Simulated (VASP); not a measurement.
# BaH2Pd2 (P4/nmm) in VASP: notebook

BaH2Pd2 is run at these levels: PBE, r2SCAN; tasks: single point.

Program: VASP 6.6.1. These are calculated values, not measurements. Logs are shortened: lines on timing, memory, paths and dates and some standing lists are left out, and cuts for length are marked.

### 1 The cell of the first run

Symmetry: P4/nmm, No. 129, tetragonal system. Conventional cell: a = 4.179 Å, b = 4.179 Å, c = 10.121 Å, α = 90.00°, β = 90.00°, γ = 90.00°. H (site symmetry 4mm) has 5 Pd at 2.39 to 2.49 Å and 4 Ba at 3.19 Å within 3.2 Å. Within 3.3 Å of H (site symmetry -4m2) lie 4 Pd at 2.47 Å and 4 H at 2.95 Å and 4 Ba at 3.26 Å. Pd (site symmetry -4m2) has 4 H at 2.49 Å and 4 Pd at 2.95 Å within 3.3 Å. Within 3.2 Å of Pd (site symmetry 4mm) lie 5 H at 2.39 to 2.47 Å and 4 Ba at 3.18 Å. Within 4.2 Å of Ba (site symmetry 4mm) lie 9 Pd at 3.18 to 3.83 Å and 9 H at 3.19 to 3.91 Å and 4 Ba at 4.18 Å.

### 2 Single point, PBE

Input file INCAR:

```
SYSTEM = BaH2Pd2
ALGO = Normal ; EDIFF = 1E-6
ENCUT = 520 ; GGA = PE
ISIF = 2 ; ISMEAR = -1
LASPH = .True. ; LCHARG = .False.
LREAL = .False. ; LWAVE = .False.
NBANDS = 43 ; NELM = 100
PREC = Accurate ; SIGMA = 0.0303
```

Input file KPOINTS:

```
k-points
0
Gamma
  4 4 2
  0 0 0
```

Input file POSCAR:

```
BaH2Pd2
1.0
    4.1788830000      0.0000000000      0.0000000000
    0.0000000000      4.1788830000      0.0000000000
    0.0000000000      0.0000000000     10.1212540000
H Pd Ba
4 4 2
Direct
    0.0000000000      0.5000000000      0.8670000000
    0.5000000000      0.0000000000      0.1330000000
    0.0000000000      0.0000000000      0.5000000000
    0.5000000000      0.5000000000      0.5000000000
    0.0000000000      0.0000000000      0.0000000000
    0.5000000000      0.5000000000      0.0000000000
    0.0000000000      0.5000000000      0.6310000000
    0.5000000000      0.0000000000      0.3690000000
    0.0000000000      0.5000000000      0.2530000000
    0.5000000000      0.0000000000      0.7470000000
```

Potentials or basis: VASP PAW PBE potentials, release 64 (H, Pd, Ba_sv).

The run is started by

```console
> cat potpaw_PBE.64/H/POTCAR potpaw_PBE.64/Pd/POTCAR potpaw_PBE.64/Ba_sv/POTCAR > POTCAR
> mpirun -np 1 vasp_std > vasp.out
```

OUTCAR:

```text
SYSTEM = BaH2Pd2
   EDIFF = 1E-6
   ENCUT = 520
   GGA = PE
   ISIF = 2
   ISMEAR = -1
   LASPH = .True.
   LREAL = .False.
   NELM = 100
   PREC = Accurate

 ion  position               nearest neighbor table
   1  0.000  0.500  0.867-
   2  0.500  0.000  0.133-
   3  0.000  0.000  0.500-
   4  0.500  0.500  0.500-
   5  0.000  0.000  0.000-   6 2.95   6 2.95   6 2.95   6 2.95   9 3.30  10 3.30  10 3.30   9 3.30

   6  0.500  0.500  0.000-   5 2.95   5 2.95   5 2.95   5 2.95  10 3.30  10 3.30   9 3.30   9 3.30

   7  0.000  0.500  0.631-  10 3.18  10 3.18  10 3.18  10 3.18   9 3.83
   8  0.500  0.000  0.369-   9 3.18   9 3.18   9 3.18   9 3.18  10 3.83
   9  0.000  0.500  0.253-   8 3.18   8 3.18   8 3.18   8 3.18   6 3.30   6 3.30   5 3.30   5 3.30
                             7 3.83
  10  0.500  0.000  0.747-   7 3.18   7 3.18   7 3.18   7 3.18   6 3.30   5 3.30   5 3.30   6 3.30
                             8 3.83

  LATTYP: Found a simple tetragonal cell.
 ALAT       =     4.1788830000
 C/A-ratio  =     2.4219998502

  Lattice vectors:

 A1 = (   4.1788830000,   0.0000000000,   0.0000000000)
 A2 = (   0.0000000000,   4.1788830000,   0.0000000000)
 A3 = (   0.0000000000,   0.0000000000,  10.1212540000)

Analysis of symmetry for initial positions (statically):
=====================================================================
 Subroutine PRICEL returns:
 Original cell was already a primitive cell.

 Routine SETGRP: Setting up the symmetry group for a
 simple tetragonal supercell.

 Subroutine GETGRP returns: Found 16 space group operations
 (whereof  8 operations were pure point group operations)
 out of a pool of 16 trial point group operations.

The static configuration has the point symmetry D_2d.
 The point group associated with its full space group is D_4h.

Analysis of symmetry for dynamics (positions and initial velocities):
=====================================================================
 Subroutine PRICEL returns:
 Original cell was already a primitive cell.

 Routine SETGRP: Setting up the symmetry group for a
 simple tetragonal supercell.

 Subroutine GETGRP returns: Found 16 space group operations
 (whereof  8 operations were pure point group operations)
 out of a pool of 16 trial point group operations.

The dynamic configuration has the point symmetry D_2d.
 The point group associated with its full space group is D_4h.

 Subroutine INISYM returns: Found 16 space group operations
 (whereof  8 operations are pure point group operations),
 and found     1 'primitive' translations

----------------------------------------------------------------------------------------

                                     Primitive cell

  volume of cell :     176.7481

  direct lattice vectors                    reciprocal lattice vectors
     4.178883000  0.000000000  0.000000000     0.239298396  0.000000000  0.000000000
     0.000000000  4.178883000  0.000000000     0.000000000  0.239298396  0.000000000
     0.000000000  0.000000000 10.121254000     0.000000000  0.000000000  0.098801986

  length of vectors
     4.178883000  4.178883000 10.121254000     0.239298396  0.239298396  0.098801986

  position of ions in fractional coordinates (direct lattice)
     0.000000000  0.500000000  0.867000000
     0.500000000  0.000000000  0.133000000
     0.000000000  0.000000000  0.500000000
     0.500000000  0.500000000  0.500000000
     0.000000000  0.000000000  0.000000000
     0.500000000  0.500000000  0.000000000
     0.000000000  0.500000000  0.631000000
     0.500000000  0.000000000  0.369000000
     0.000000000  0.500000000  0.253000000
     0.500000000  0.000000000  0.747000000

  ion indices of the primitive-cell ions
   primitive index   ion index
                 1           1
                 2           2
                 3           3
                 4           4
                 5           5
                 6           6
                 7           7
                 8           8
                 9           9
                10          10

----------------------------------------------------------------------------------------

 KPOINTS: k-points

Automatic generation of k-mesh.
 Grid dimensions read from file:
 generate k-points for:    4    4    2

 Generating k-lattice:

  Cartesian coordinates                     Fractional coordinates (reciprocal lattice)
     0.059824599  0.000000000  0.000000000     0.250000000  0.000000000  0.000000000
     0.000000000  0.059824599  0.000000000     0.000000000  0.250000000  0.000000000
     0.000000000  0.000000000  0.049400993     0.000000000  0.000000000  0.500000000

  Length of vectors
     0.059824599  0.059824599  0.049400993

  Shift w.r.t. Gamma in fractional coordinates (k-lattice)
     0.000000000  0.000000000  0.000000000

 Subroutine IBZKPT returns following result:
 ===========================================

 Found     12 irreducible k-points:

 Following reciprocal coordinates:
            Coordinates               Weight
  0.000000  0.000000  0.000000      1.000000
  0.250000  0.000000  0.000000      4.000000
  0.500000  0.000000  0.000000      2.000000
  0.250000  0.250000  0.000000      4.000000
  0.500000  0.250000  0.000000      4.000000
  0.500000  0.500000  0.000000      1.000000
  0.000000  0.000000  0.500000      1.000000
  0.250000  0.000000  0.500000      4.000000
  0.500000  0.000000  0.500000      2.000000
  0.250000  0.250000  0.500000      4.000000
  0.500000  0.250000  0.500000      4.000000
  0.500000  0.500000  0.500000      1.000000
   k-points           NKPTS =     12   k-points in BZ     NKDIM =     12   number of bands    NBANDS=     43
   number of dos      NEDOS =    301   number of ions     NIONS =     10
   total plane-waves  NPLWV =  81920
   dimension x,y,z NGX =    32 NGY =   32 NGZ =   80
   dimension x,y,z NGXF=    64 NGYF=   64 NGZF=  160
   ions per type =               4   4   2
   NGX,Y,Z   is equivalent  to a cutoff of  12.73, 12.73, 13.14 a.u.
   NGXF,Y,Z  is equivalent  to a cutoff of  25.46, 25.46, 26.28 a.u.
 SYSTEM =  BaH2Pd2
   PREC   = accura    normal or accurate (medium, high low for compatibility)
   ISTART =      0    job   : 0-new  1-cont  2-samecut
   ICHARG =      2    charge: 1-file 2-atom 10-const
   ISPIN  =      1    spin polarized calculation?
   LNONCOLLINEAR =      F non collinear calculations
   LSORBIT =      F    spin-orbit coupling
   LASPH  =      T    aspherical Exc in radial PAW
   ENCUT  =  520.0 eV  38.22 Ry    6.18 a.u.   7.77  7.77 18.82*2*pi/ulx,y,z
   NELM   =    100;   NELMIN=  2; NELMDL= -5     # of ELM steps
   EDIFF  = 0.1E-05   stopping-criterion for ELM
   LREAL  =      F    real-space projection
   EDIFFG = 0.1E-04   stopping-criterion for IOM
   NSW    =      0    number of steps for IOM
   IBRION =     -1    ionic relax: 0-MD 1-quasi-New 2-CG
   NFREE  =      0    steps in history (QN), initial steepest desc. (CG)
   ISIF   =      2    stress and relaxation
   ISYM   =      2    0-nonsym 1-usesym 2-fastsym
   POTIM  = 0.5000    time-step for ionic-motion
   TEBEG  =    0.0;   TEEND  =   0.0 temperature during run
   PSTRESS=    0.0 pullay stress
   NELECT =      64.0000    total number of electrons
   NUPDOWN=      -1.0000    fix difference up-down
   EMIN   =  10.00;   EMAX   =-10.00  energy-range for DOS
   EFERMI =   0.00;   METHOD = LEGACY
   ISMEAR =    -1;   SIGMA  =   0.03  broadening in eV -4-tet -1-fermi 0-gaus
   EFERMI_NEDOS =   21; number of points for ismear=-14 and -15
   IALGO  =     38    algorithm
   IMIX   =      4    mixing-type and parameters
     AMIX     =   0.40;   BMIX     =  1.00
     AMIX_MAG =   1.60;   BMIX_MAG =  1.00
  volume/ion in A,a.u.               =      17.67       119.28
  Fermi-wavevector in a.u.,A,eV,Ry     =   1.166854  2.205035 18.524993  1.361549
  Thomas-Fermi vector in A             =   2.303362
   LORBIT       =      0    0 simple, 1 ext, 2 COOP (PROOUT), +10 PAW based schemes
   GGA     = PE    functional components
   LHFCALC =     F    Hartree Fock is set to
   AEXX    =    0.0000 exact exchange contribution
   IVDW    =     0    specifies the selected vdW correction
   LEPSILON=     F    determine dielectric tensor
   LRPA    =     F    only Hartree local field effects (RPA)
 non-spin polarized calculation
  energy-cutoff  :      520.00
  volume of cell :      176.75
 maximum number of plane-waves:      4788
 NGX is ok and might be reduce to    32
   NGX = 15   NGY = 15   NGZ = 37

 number of electron      64.0000012 magnetization

 Free energy of the ion-electron system (eV)
  ---------------------------------------------------
  ext. energy  EPLUGINS =         0.00000000
  ---------------------------------------------------
  free energy    TOTEN  =       -37.21812991 eV

  energy without entropy =      -37.20486210  energy(sigma->0) =      -37.21149601

 E-fermi :   4.1574     XC(G=0): -10.0601

 val. band max:        4.1508576380   @ k =   0.5000   0.5000   0.5000
 cond. band min:       4.1967529034   @ k =   0.2500   0.0000   0.0000
 fundamental gap:      0.0458952654
 Fermi energy:         4.1574221278

 k-point     1 :       0.0000    0.0000    0.0000
  band No.  band energies     occupation
      1     -23.4013      2.00000
      2     -23.3983      2.00000
      3      -8.8173      2.00000
      4      -8.7019      2.00000
      5      -8.5130      2.00000
      6      -8.5130      2.00000
[... 35 lines left out ...]
     42       8.8724      0.00000
     43       8.9126      0.00000

 k-point     2 :       0.2500    0.0000    0.0000
  band No.  band energies     occupation
      1     -23.3827      2.00000
      2     -23.3806      2.00000
      3      -8.8123      2.00000
      4      -8.8036      2.00000
      5      -8.7483      2.00000
      6      -8.6690      2.00000
[... 452 lines left out ...]
 k-point    12 :       0.5000    0.5000    0.5000
  band No.  band energies     occupation
      1     -23.3316      2.00000
      2     -23.3316      2.00000
      3      -8.9655      2.00000
      4      -8.9655      2.00000
      5      -8.9519      2.00000
      6      -8.9519      2.00000
[... 35 lines left out ...]
     42       7.6679      0.00000
     43       8.6104      0.00000

------------------------ aborting loop because EDIFF is reached ----------------------------------------

  FORCE on cell =-STRESS in cart. coord.  units (eV):
  Direction    XX          YY          ZZ          XY          YZ          ZX
  --------------------------------------------------------------------------------------
  -------------------------------------------------------------------------------------
  Total       -4.5549450     -4.5549450     -9.4549628      0.0000000      0.0000000      0.0000000
  in kB      -41.2894383    -41.2894383    -85.7068743      0.0000000      0.0000000      0.0000000
  external PRESSURE =     -56.0952503 kB  Pullay stress =       0.0000000 kB

 VOLUME and BASIS-vectors are now :
 -----------------------------------------------------------------------------
  energy-cutoff  :      520.00
  volume of cell :      176.75
      direct lattice vectors                 reciprocal lattice vectors
     4.178883000  0.000000000  0.000000000     0.239298396  0.000000000  0.000000000
     0.000000000  4.178883000  0.000000000     0.000000000  0.239298396  0.000000000
     0.000000000  0.000000000 10.121254000     0.000000000  0.000000000  0.098801986

 POSITION                                       TOTAL-FORCE (eV/Angst)
 -----------------------------------------------------------------------------------
      0.00000      2.08944      8.77513        -0.000000      0.000000      0.012022
      2.08944      0.00000      1.34613        -0.000000     -0.000000     -0.012022
      0.00000      0.00000      5.06063        -0.000000      0.000000      0.000000
      2.08944      2.08944      5.06063        -0.000000     -0.000000      0.000000
      0.00000      0.00000      0.00000        -0.000000      0.000000      0.000000
      2.08944      2.08944      0.00000        -0.000000     -0.000000      0.000000
      0.00000      2.08944      6.38651        -0.000000      0.000000     -0.950538
      2.08944      0.00000      3.73474        -0.000000      0.000000      0.950538
      0.00000      2.08944      2.56068        -0.000000     -0.000000      0.337324
      2.08944      0.00000      7.56058         0.000000      0.000000     -0.337324
 -----------------------------------------------------------------------------------
    total drift:                                0.000000     -0.000000     -0.000000

  FREE ENERGIE OF THE ION-ELECTRON SYSTEM (eV)
  ---------------------------------------------------
  free  energy   TOTEN  =       -37.2181299132 eV

  energy  without entropy=      -37.2048621042  energy(sigma->0) =      -37.21149601
```

Run time: 62 s. Hardware: 1 thread of Intel Xeon Platinum 8488C (Sapphire Rapids), shared host; peak memory 0.3 GiB.

What came out:

- Free energy: -37.2181 eV
- Pressure: -5.6 GPa
- Largest force: 0.951 eV/Å
- Band gap on the k mesh: zero (band 32 reaches 4.32 eV, above the bottom of band 33 at 4.09 eV)

Forces in eV/Å, atoms in the order of the input:
```
H    0.000  0.000  0.012
H    0.000  0.000 -0.012
H    0.000  0.000  0.000
H    0.000  0.000  0.000
Pd   0.000  0.000  0.000
Pd   0.000  0.000  0.000
Pd   0.000  0.000 -0.951
Pd   0.000  0.000  0.951
Ba   0.000  0.000  0.337
Ba   0.000  0.000 -0.337
```

Stress tensor (GPa, compression positive):
```
-4.13  0.00  0.00
 0.00 -4.13  0.00
 0.00  0.00 -8.57
```

Caveat: the k points lie up to 0.38 Å⁻¹ apart; spin-orbit coupling is left out, which moves the levels of the heavy elements.

### 3 Single point, PBE

Input file INCAR:

```
SYSTEM = BaH2Pd2
PREC = Accurate
ENCUT = 520
EDIFF = 1E-7
ISMEAR = -1
SIGMA = 0.0303
LREAL = .FALSE.
LASPH = .TRUE.
NELM = 80
ALGO = Normal
ISIF = 2
LWAVE = .FALSE.
LCHARG = .TRUE.
GGA = PE
LELF = .TRUE.
LVHAR = .TRUE.
NBANDS = 43
ISYM = 0
```

Input file KPOINTS:

```
Automatic mesh
0
G
  4 4 2
  0 0 0
```

POSCAR is that of step 2.

Potentials or basis: VASP PAW PBE potentials, release 64 (H, Pd, Ba_sv).

The run is started by

```console
> cat potpaw_PBE.64/H/POTCAR potpaw_PBE.64/Pd/POTCAR potpaw_PBE.64/Ba_sv/POTCAR > POTCAR
> mpirun -np 1 vasp_std > vasp.out
```

Run time: 1.8 min. Hardware: 1 thread of Intel Xeon Platinum 8488C (Sapphire Rapids), shared host; peak memory 0.33 GiB.

The run converged. Its results:

* Free energy: -37.2181 eV
* Pressure: -5.6 GPa
* Largest force: 0.951 eV/Å
* Band gap on the k mesh: zero (band 32 reaches 4.32 eV, above the bottom of band 33 at 4.09 eV)

Forces in eV/Å, atoms in the order of the input:
```
H    0.000  0.000  0.012
H    0.000  0.000 -0.012
H    0.000  0.000  0.000
H    0.000  0.000  0.000
Pd   0.000  0.000  0.000
Pd   0.000  0.000  0.000
Pd   0.000  0.000 -0.951
Pd   0.000  0.000  0.951
Ba   0.000  0.000  0.337
Ba   0.000  0.000 -0.337
```

Stress tensor (GPa, compression positive):
```
-4.13  0.00  0.00
 0.00 -4.13  0.00
 0.00  0.00 -8.57
```

Levels at points of the mesh, in eV from the Fermi level:
| k point | band 28 | band 29 | band 30 | band 31 | band 32 | band 33 | band 34 | band 35 | band 36 | band 37 |
| --- | --- | --- | --- | --- | --- | --- | --- | --- | --- | --- |
| (0.00, 0.00, 0.00) | -1.38 | -1.38 | -0.74 | -0.08 | 0.16 | 0.87 | 0.96 | 2.05 | 2.59 | 2.68 |
| (0.50, 0.00, 0.00) | -1.71 | -1.50 | -1.50 | -1.08 | -1.08 | 0.15 | 0.15 | 2.48 | 2.48 | 2.65 |
| (0.00, 0.50, 0.00) | -1.71 | -1.50 | -1.50 | -1.08 | -1.08 | 0.15 | 0.15 | 2.48 | 2.48 | 2.65 |
| (0.50, 0.50, 0.00) | -1.48 | -1.23 | -1.23 | -0.83 | -0.83 | 0.31 | 0.31 | 1.73 | 1.73 | 1.95 |
| (0.00, 0.00, 0.50) | -1.36 | -1.36 | -0.74 | -0.45 | -0.08 | 0.92 | 1.78 | 2.05 | 2.57 | 2.72 |
| (0.50, 0.00, 0.50) | -1.81 | -1.50 | -1.50 | -1.12 | -1.12 | 0.82 | 0.82 | 1.15 | 1.15 | 3.13 |
| (0.00, 0.50, 0.50) | -1.81 | -1.50 | -1.50 | -1.12 | -1.12 | 0.82 | 0.82 | 1.15 | 1.15 | 3.13 |
| (0.50, 0.50, 0.50) | -1.55 | -1.23 | -1.23 | -0.84 | -0.84 | -0.01 | -0.01 | 1.66 | 1.66 | 2.45 |

Caveat: the k points lie up to 0.38 Å⁻¹ apart; spin-orbit coupling is left out, which moves the levels of the heavy elements.

### 4 Single point, r2SCAN

POSCAR is that of step 3.

Input file INCAR.step1:

```
PREC     = Accurate       # precision mode
ENCUT    = 520            # plane-wave cutoff, eV
ISMEAR   = -1             # smearing method
SIGMA    = 0.0303         # smearing width, eV
LREAL    = F              # projectors in reciprocal space
LASPH    = T              # aspherical terms in the spheres
NELM     = 60             # most SCF steps
NBANDS   = 43             # bands
GGA      = PE             # functional
ALGO     = Normal         # electronic algorithm
EDIFF    = 1E-4           # SCF threshold, eV
LWAVE    = T              # write WAVECAR
LCHARG   = F              # write CHGCAR
```

Input file INCAR.step2:

```
PREC     = Accurate       # precision mode
ENCUT    = 520            # plane-wave cutoff, eV
EDIFF    = 1E-6           # SCF threshold, eV
ISMEAR   = -1             # smearing method
SIGMA    = 0.0303         # smearing width, eV
LREAL    = F              # projectors in reciprocal space
LASPH    = T              # aspherical terms in the spheres
NELM     = 60             # most SCF steps
ALGO     = Normal         # electronic algorithm
ISIF     = 2              # what is computed and relaxed
LWAVE    = F              # write WAVECAR
LCHARG   = F              # write CHGCAR
METAGGA  = R2SCAN         # meta-GGA
LMIXTAU  = T            
NBANDS   = 43             # bands
ISTART   = 1
```

Input file KPOINTS:

```
regular mesh
0
Gamma
  4 4 2
```

The run is started by

```console
> cat potpaw_PBE.64/H/POTCAR potpaw_PBE.64/Pd/POTCAR potpaw_PBE.64/Ba_sv/POTCAR > POTCAR
> cp INCAR.step1 INCAR
> mpirun -np 1 vasp_std > vasp.out
> cp INCAR.step2 INCAR
> mpirun -np 1 vasp_std > vasp.out
```

Run time: 3.1 min. Hardware: 1 thread of Intel Xeon Platinum 8488C (Sapphire Rapids), shared host; peak memory 0.34 GiB.

Results (log left out):

| Quantity | Value |
| --- | --- |
| Free energy | -157.5543 eV |
| Pressure | -6.7 GPa |
| Largest force | 0.866 eV/Å |
| Band gap on the k mesh | zero (band 32 reaches 4.39 eV, above the bottom of band 33 at 4.07 eV) |

Forces in eV/Å, atoms in the order of the input:
```
H    0.000  0.000 -0.086
H    0.000  0.000  0.086
H    0.000  0.000  0.000
H    0.000  0.000  0.000
Pd   0.000  0.000  0.000
Pd   0.000  0.000  0.000
Pd   0.000  0.000 -0.866
Pd   0.000  0.000  0.866
Ba   0.000  0.000  0.342
Ba   0.000  0.000 -0.342
```

Stress tensor (GPa, compression positive):
```
-5.14  0.00  0.00
 0.00 -5.14  0.00
 0.00  0.00 -9.90
```

Levels at points of the mesh, in eV from the Fermi level:
| k point | band 28 | band 29 | band 30 | band 31 | band 32 | band 33 | band 34 | band 35 | band 36 | band 37 |
| --- | --- | --- | --- | --- | --- | --- | --- | --- | --- | --- |
| (0.00, 0.00, 0.00) | -1.51 | -1.51 | -0.86 | -0.12 | 0.20 | 0.94 | 0.96 | 2.20 | 2.74 | 2.88 |
| (0.50, 0.00, 0.00) | -1.81 | -1.57 | -1.57 | -1.15 | -1.15 | 0.23 | 0.23 | 2.64 | 2.64 | 2.82 |
| (0.50, 0.50, 0.00) | -1.57 | -1.36 | -1.36 | -0.92 | -0.92 | 0.43 | 0.43 | 1.89 | 1.89 | 2.07 |
| (0.00, 0.00, 0.50) | -1.48 | -1.48 | -0.86 | -0.41 | -0.12 | 0.90 | 1.91 | 2.20 | 2.72 | 2.90 |
| (0.50, 0.00, 0.50) | -1.91 | -1.57 | -1.57 | -1.21 | -1.21 | 0.90 | 0.90 | 1.29 | 1.29 | 3.33 |
| (0.50, 0.50, 0.50) | -1.63 | -1.36 | -1.36 | -0.92 | -0.92 | 0.11 | 0.11 | 1.77 | 1.77 | 2.63 |

Caveat: the k points lie up to 0.38 Å⁻¹ apart; the PAW data sets were made with another functional, which shifts forces and pressure a little; spin-orbit coupling is left out, which moves the levels of the heavy elements.
